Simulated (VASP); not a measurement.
# MnMoAs3 (Pm-3m) in VASP: further runs

Runs on MnMoAs3. Level: PBE. Tasks: single point, relaxation of cell and atoms.

Everything below comes from runs of VASP 6.6.1. Logs are shortened: lines on timing, memory, paths and dates and some standing lists are left out, and cuts for length are marked.

### Step 1. The cell of the first run

Symmetry: Pm-3m, No. 221, cubic system. Conventional cell: a = 4.877 Å, b = 4.877 Å, c = 4.877 Å, α = 90.00°, β = 90.00°, γ = 90.00°. Mn (site symmetry m-3m) has 12 As at 3.45 Å and 8 Mo at 4.22 Å within 4.5 Å. Within 3.2 Å of Mo (site symmetry m-3m) lie 6 As at 2.44 Å. Within 3.2 Å of As (site symmetry 4/mmm) lie 2 Mo at 2.44 Å.

### Step 2. Single point, PBE, collinear spin, ferromagnetic start

INCAR

```
SYSTEM = MnMoAs3
PREC = Accurate
ENCUT = 520
EDIFF = 1E-7
ISMEAR = 0
SIGMA = 0.1
LREAL = .FALSE.
LASPH = .TRUE.
NELM = 150
ALGO = Normal
ISIF = 2
LWAVE = .FALSE.
LCHARG = .FALSE.
ISPIN = 2
MAGMOM = 4.67 0 0 0 0
LORBIT = 11
LMAXMIX = 4
GGA = PE
NBANDS = 33
```

KPOINTS

```
regular mesh
0
G
  4 4 4
  0 0 0
```

POSCAR

```
MnMoAs3
1.0
    4.8774946192      0.0000000000      0.0000000000
    0.0000000000      4.8774946192      0.0000000000
    0.0000000000      0.0000000000      4.8774946192
Mn Mo As
1 1 3
Direct
    0.0000000000      0.0000000000      0.0000000000
    0.5000000000      0.5000000000      0.5000000000
    0.0000000000      0.5000000000      0.5000000000
    0.5000000000      0.0000000000      0.5000000000
    0.5000000000      0.5000000000      0.0000000000
```

Potentials or basis: VASP PAW PBE potentials, release 64 (Mn_pv, Mo_sv, As).

Command:

```bash
> cat potpaw_PBE.64/Mn_pv/POTCAR potpaw_PBE.64/Mo_sv/POTCAR potpaw_PBE.64/As/POTCAR > POTCAR
> mpirun -np 1 vasp_std > vasp.out
```

OUTCAR:

```text
SYSTEM = MnMoAs3
   PREC = Accurate
   ENCUT = 520
   EDIFF = 1E-7
   ISMEAR = 0
   LREAL = .FALSE.
   LASPH = .TRUE.
   NELM = 150
   ISIF = 2
   ISPIN = 2
   LORBIT = 11
   GGA = PE

 ion  position               nearest neighbor table
   1  0.000  0.000  0.000-
   2  0.500  0.500  0.500-   3 2.44   4 2.44   5 2.44   5 2.44   4 2.44   3 2.44
   3  0.000  0.500  0.500-   2 2.44   2 2.44
   4  0.500  0.000  0.500-   2 2.44   2 2.44
   5  0.500  0.500  0.000-   2 2.44   2 2.44

  LATTYP: Found a simple cubic cell.
 ALAT       =     4.8774946192

  Lattice vectors:

 A1 = (   4.8774946192,   0.0000000000,   0.0000000000)
 A2 = (   0.0000000000,   4.8774946192,   0.0000000000)
 A3 = (   0.0000000000,   0.0000000000,   4.8774946192)

Analysis of symmetry for initial positions (statically):
=====================================================================
 Subroutine PRICEL returns:
 Original cell was already a primitive cell.

 Routine SETGRP: Setting up the symmetry group for a
 simple cubic supercell.

 Subroutine GETGRP returns: Found 48 space group operations
 (whereof 48 operations were pure point group operations)
 out of a pool of 48 trial point group operations.

The static configuration has the point symmetry O_h .

Analysis of symmetry for dynamics (positions and initial velocities):
=====================================================================
 Subroutine PRICEL returns:
 Original cell was already a primitive cell.

 Routine SETGRP: Setting up the symmetry group for a
 simple cubic supercell.

 Subroutine GETGRP returns: Found 48 space group operations
 (whereof 48 operations were pure point group operations)
 out of a pool of 48 trial point group operations.

The dynamic configuration has the point symmetry O_h .

Analysis of structural, dynamic, and magnetic symmetry:
=====================================================================
 Subroutine PRICEL returns:
 Original cell was already a primitive cell.

 Routine SETGRP: Setting up the symmetry group for a
 simple cubic supercell.

 Subroutine GETGRP returns: Found 48 space group operations
 (whereof 48 operations were pure point group operations)
 out of a pool of 48 trial point group operations.

The overall configuration has the point symmetry O_h .

 Subroutine INISYM returns: Found 48 space group operations
 (whereof 48 operations are pure point group operations),
 and found     1 'primitive' translations

[... 116 lines left out ...]
 spin polarized calculation
 Gauss-broadening in eV      SIGMA  =   0.10
  energy-cutoff  :      520.00
  volume of cell :      116.04
 maximum number of plane-waves:      3136
   NGX = 19   NGY = 19   NGZ = 19

 number of electron      42.0000023 magnetization       4.2904183

 Free energy of the ion-electron system (eV)
  ---------------------------------------------------
  ext. energy  EPLUGINS =         0.00000000
  ---------------------------------------------------
  free energy    TOTEN  =       -30.50964246 eV

  energy without entropy =      -30.49078104  energy(sigma->0) =      -30.50021175

 E-fermi :   5.1547     XC(G=0):  -9.8973

 val. band max:        5.1524565430   @ k =   0.2500   0.2500   0.2500
 cond. band min:       5.1892358249   @ k =   0.0000   0.0000   0.0000
 fundamental gap:      0.0367792819
 Fermi energy:         5.1546705802

 spin component 1

 k-point     1 :       0.0000    0.0000    0.0000
  band No.  band energies     occupation
      1     -56.2364      1.00000
      2     -45.8988      1.00000
      3     -45.8988      1.00000
      4     -45.8988      1.00000
      5     -30.4339      1.00000
      6     -30.4339      1.00000
[... 349 lines left out ...]
     32      12.8795      0.00000
     33      12.8795      0.00000
 Fermi energy:         5.1546705802

 spin component 2

 k-point     1 :       0.0000    0.0000    0.0000
  band No.  band energies     occupation
      1     -56.1233      1.00000
      2     -41.3327      1.00000
      3     -41.3327      1.00000
      4     -41.3327      1.00000
      5     -30.3093      1.00000
      6     -30.3093      1.00000
[... 349 lines left out ...]
     32      13.3400      0.00000
     33      13.3400      0.00000

------------------------ aborting loop because EDIFF is reached ----------------------------------------

  FORCE on cell =-STRESS in cart. coord.  units (eV):
  Direction    XX          YY          ZZ          XY          YZ          ZX
  --------------------------------------------------------------------------------------
  -------------------------------------------------------------------------------------
  Total        0.1248099      0.1248099      0.1248099     -0.0000000     -0.0000000      0.0000000
  in kB        1.7233331      1.7233331      1.7233331     -0.0000000     -0.0000000      0.0000000
  external PRESSURE =       1.7233331 kB  Pullay stress =       0.0000000 kB

 VOLUME and BASIS-vectors are now :
 -----------------------------------------------------------------------------
  energy-cutoff  :      520.00
  volume of cell :      116.04
      direct lattice vectors                 reciprocal lattice vectors
     4.877494619  0.000000000  0.000000000     0.205023291  0.000000000  0.000000000
     0.000000000  4.877494619  0.000000000     0.000000000  0.205023291  0.000000000
     0.000000000  0.000000000  4.877494619     0.000000000  0.000000000  0.205023291

 POSITION                                       TOTAL-FORCE (eV/Angst)
 -----------------------------------------------------------------------------------
      0.00000      0.00000      0.00000         0.000000      0.000000      0.000000
      2.43875      2.43875      2.43875         0.000000      0.000000      0.000000
      0.00000      2.43875      2.43875         0.000000      0.000000      0.000000
      2.43875      0.00000      2.43875         0.000000      0.000000      0.000000
      2.43875      2.43875      0.00000         0.000000      0.000000      0.000000
 -----------------------------------------------------------------------------------
    total drift:                                0.000000      0.000000      0.000000

  FREE ENERGIE OF THE ION-ELECTRON SYSTEM (eV)
  ---------------------------------------------------
  free  energy   TOTEN  =       -30.5096424616 eV

  energy  without entropy=      -30.4907810449  energy(sigma->0) =      -30.50021175

 total charge

# of ion       s       p       d       tot
------------------------------------------
    1        0.264   6.036   4.894  11.195
    2        2.308   6.205   4.115  12.628
    3        1.288   1.399   0.043   2.730
    4        1.288   1.399   0.043   2.730
    5        1.288   1.399   0.043   2.730
--------------------------------------------------
tot          6.436  16.438   9.138  32.012

 magnetization (x)

# of ion       s       p       d       tot
------------------------------------------
    1        0.118   0.015   4.227   4.360
    2        0.005   0.007   0.174   0.185
    3       -0.004  -0.114   0.000  -0.118
    4       -0.004  -0.114   0.000  -0.118
    5       -0.004  -0.114   0.000  -0.118
--------------------------------------------------
tot          0.110  -0.321   4.401   4.190
```

Run time: 67 s. Hardware: 1 thread of Intel Xeon Platinum 8488C (Sapphire Rapids), shared host; peak memory 0.26 GiB.

What came out:

```yaml
Free_energy: -30.5096 eV
Pressure: 0.2 GPa
Net_moment: 4.29 μB per cell
Site_moments: Mn +4.36; Mo +0.18; As -0.12 μB
Valence_electrons_inside_the_program's_atomic_spheres: Mn 11.20; Mo 12.63; As 2.73
```

Levels at points of the mesh, in eV from the Fermi level:
Spin up:
```tsv
k point	band 21	band 22	band 23	band 24	band 25	band 26
(0.00, 0.00, 0.00)	-1.56	-1.18	-0.26	-0.26	-0.26	0.80
(0.50, 0.00, 0.00)	-2.35	-1.57	-0.72	0.75	0.75	1.00
(0.50, 0.50, 0.00)	-1.88	-1.88	-1.83	-0.37	1.89	1.94
(0.50, 0.50, 0.50)	-3.26	-1.65	0.82	0.82	0.82	1.86
```
Spin down:
```csv
k point,band 14,band 15,band 16,band 17,band 18,band 19,band 20,band 21,band 22,band 23
"(0.00, 0.00, 0.00)",-1.53,-1.53,-1.53,-0.54,-0.54,-0.54,0.03,0.17,0.17,0.74
"(0.50, 0.00, 0.00)",-3.17,-3.17,-2.97,-1.87,-1.44,0.12,0.12,0.64,0.68,1.00
"(0.50, 0.50, 0.00)",-3.38,-3.38,-2.00,-2.00,-1.89,0.30,0.44,0.66,0.66,0.66
"(0.50, 0.50, 0.50)",-5.10,-4.39,-4.39,-0.37,0.72,0.72,0.78,0.78,0.78,1.02
```

Caveat: a cell with one magnetic atom can't hold antiferromagnetic order, which such compounds often take.

### Step 3. Relaxation of cell and atoms, PBE, collinear spin, ferromagnetic start

This run uses another cell than the first one, of 17.09 Å³/atom.

INCAR

```
SYSTEM = MnMoAs3
ALGO     = Normal         ! electronic algorithm
EDIFF    = 1E-7           ! SCF threshold, eV
EDIFFG   = -0.04          ! ionic threshold
ENCUT    = 600            ! plane-wave cutoff, eV
GGA      = PE             ! functional
IBRION   = 2              ! ionic algorithm
ISIF     = 3              ! what is computed and relaxed
ISMEAR   = 0              ! smearing method
ISPIN    = 2              ! spin polarisation
LASPH    = .TRUE.         ! aspherical terms in the spheres
LCHARG   = .FALSE.        ! write CHGCAR
LMAXMIX  = 4              ! l up to which the mixer works
LORBIT   = 11             ! projections on sites
LREAL    = .FALSE.        ! projectors in reciprocal space
LWAVE    = .FALSE.        ! write WAVECAR
MAGMOM   = 4.67 0 0 0 0   ! initial moments
NELM     = 150            ! most SCF steps
NSW      = 90             ! ionic steps
PREC     = Accurate       ! precision mode
SIGMA    = 0.1            ! smearing width, eV
```

KPOINTS

```
k-points
0
G
  4 4 4
  0 0 0
```

Edit POSCAR of step 2 so:

```diff
@@ -2,5 +2,5 @@
 1.0
-    4.8774946192      0.0000000000      0.0000000000
-    0.0000000000      4.8774946192      0.0000000000
-    0.0000000000      0.0000000000      4.8774946192
+    4.4046664693      0.0000000000      0.0000000000
+    0.0000000000      4.4046664693      0.0000000000
+    0.0000000000      0.0000000000      4.4046664693
 Mn Mo As
```

Potentials or basis: VASP PAW PBE potentials, release 64 (Mn_pv, Mo_sv, As).

Command:

```bash
> cat potpaw_PBE.64/Mn_pv/POTCAR potpaw_PBE.64/Mo_sv/POTCAR potpaw_PBE.64/As/POTCAR > POTCAR
> mpirun -np 1 vasp_std > vasp.out
```

Wall time 47 min (1 thread of Intel Xeon Platinum 8488C (Sapphire Rapids), shared host); peak memory 0.29 GiB.

Results (log left out):

```
Free energy                                           : -27.6029 eV
Relaxed volume                                        : 22.42 Å³/atom
Relaxed cell                                          : a = 4.822 Å, b = 4.822 Å, c = 4.822 Å, α = 90.00°, β = 90.00°, γ = 90.00°
Space group after relaxing (to 0.1 Å)                 : Pm-3m (No. 221)
Pressure after relaxing                               : 0.1 GPa
Band gap on the k mesh                                : zero (filled and empty bands overlap)
Net moment                                            : 0.00 μB per cell
Valence electrons inside the program's atomic spheres : Mn 11.34; Mo 12.70; As 2.73
```

Final structure:
```yaml
crystal:
  lattice:
    - [4.82173, 0.00000, 0.00000]
    - [0.00000, 4.82173, 0.00000]
    - [0.00000, 0.00000, 4.82173]
  atoms:
    - { symbol: Mn, position: [0.00000, 0.00000, 0.00000] }
    - { symbol: Mo, position: [0.50000, 0.50000, 0.50000] }
    - { symbol: As, position: [0.00000, 0.50000, 0.50000] }
    - { symbol: As, position: [0.50000, 0.00000, 0.50000] }
    - { symbol: As, position: [0.50000, 0.50000, 0.00000] }
```

Levels at points of the mesh, in eV from the Fermi level:
Spin up:
| k point | band 18 | band 19 | band 20 | band 21 | band 22 | band 23 | band 24 | band 25 |
| --- | --- | --- | --- | --- | --- | --- | --- | --- |
| (0.00, 0.00, 0.00) | -0.33 | -0.20 | -0.20 | -0.20 | 0.05 | 1.07 | 1.07 | 1.07 |
| (0.50, 0.00, 0.00) | -1.44 | -0.14 | -0.06 | -0.06 | -0.02 | 0.80 | 1.24 | 1.24 |
| (0.50, 0.50, 0.00) | -1.67 | -0.15 | -0.12 | 0.00 | 0.03 | 0.03 | 0.47 | 2.28 |
| (0.50, 0.50, 0.50) | -0.01 | -0.01 | -0.01 | 0.00 | 0.00 | 1.18 | 1.18 | 1.18 |
Spin down:
```
           k point  band 17  band 18  band 19  band 20  band 21  band 22  band 23  band 24  band 25  band 26
(0.00, 0.00, 0.00)    -0.33    -0.33    -0.20    -0.20    -0.20     0.05     1.07     1.07     1.07     1.33
(0.50, 0.00, 0.00)    -1.78    -1.44    -0.14    -0.06    -0.06    -0.02     0.80     1.24     1.24     1.26
(0.50, 0.50, 0.00)    -1.71    -1.67    -0.15    -0.12     0.00     0.03     0.03     0.47     2.24     2.33
(0.50, 0.50, 0.50)    -0.42    -0.01    -0.01    -0.01     0.00     0.00     1.18     1.18     1.18     2.01
```

Caveat: the volume moved by over 15 % at a fixed basis, so the end points are rough.
